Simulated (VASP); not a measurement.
Input of a VASP 6.6.1 run:

The input POSCAR:

```
SiC
1.0
    3.0160039324      0.0000000000      0.0000000000
   -1.5080019662      2.6119360233      0.0000000000
    0.0000000000      0.0000000000      9.8751883303
Si C
4 4
Direct
    0.0000000000      0.0000000000     -0.0001714550
    0.3333333333      0.6666666667      0.2499596674
    0.0000000000      0.0000000000      0.4998285450
    0.6666666667      0.3333333333      0.7499596674
    0.0000000000      0.0000000000      0.1872873145
    0.3333333333      0.6666666667      0.4379244731
    0.0000000000      0.0000000000      0.6872873145
    0.6666666667      0.3333333333      0.9379244731
```

INCAR.step1

```
PREC     = Accurate       # precision mode
ENCUT    = 520            # plane-wave cutoff, eV
EDIFF    = 1E-5           # SCF threshold, eV
ISMEAR   = 0              # smearing method
SIGMA    = 0.01           # smearing width, eV
LREAL    = False          # projectors in reciprocal space
LASPH    = True           # aspherical terms in the spheres
NELM     = 60             # most SCF steps
ALGO     = Normal         # electronic algorithm
ISIF     = 2              # what is computed and relaxed
LWAVE    = True           # write WAVECAR
LCHARG   = False          # write CHGCAR
NBANDS   = 26             # bands
GGA      = PE             # functional
```

File INCAR.step2:

```
PREC     = Accurate       # precision mode
ENCUT    = 520            # plane-wave cutoff, eV
EDIFF    = 1E-6           # SCF threshold, eV
ISMEAR   = 0              # smearing method
SIGMA    = 0.01           # smearing width, eV
LREAL    = False          # projectors in reciprocal space
LASPH    = True           # aspherical terms in the spheres
NELM     = 60             # most SCF steps
ALGO     = Normal         # electronic algorithm
ISIF     = 2              # what is computed and relaxed
LWAVE    = False          # write WAVECAR
LCHARG   = False          # write CHGCAR
GGA      = PE             # functional
LHFCALC  = True           # exact exchange
HFSCREEN = 0.2079         # screening, 1/A
PRECFOCK = Fast         
NBANDS   = 26             # bands
ISTART   = 1
```

KPOINTS

```
regular mesh
0
Gamma
  6 6 2
```

Potentials or basis: VASP PAW PBE potentials, release 64 (Si, C).

Run with:

```bash
$ cat potpaw_PBE.64/Si/POTCAR potpaw_PBE.64/C/POTCAR > POTCAR
$ cp INCAR.step1 INCAR
$ mpirun -np 1 vasp_std > vasp.out
$ cp INCAR.step2 INCAR
$ mpirun -np 1 vasp_std > vasp.out
```

(1) What does it give for the band gap on the k mesh?

(2) What does it give for the largest force?

Answers

(1) 3.17 eV, indirect (least direct gap 4.42 eV).

(2) 0.013 eV/Å.

Caveat: the cell differs from its parent crystal (strain -2.0%); the PAW data sets were made with another functional, which shifts forces and pressure a little.
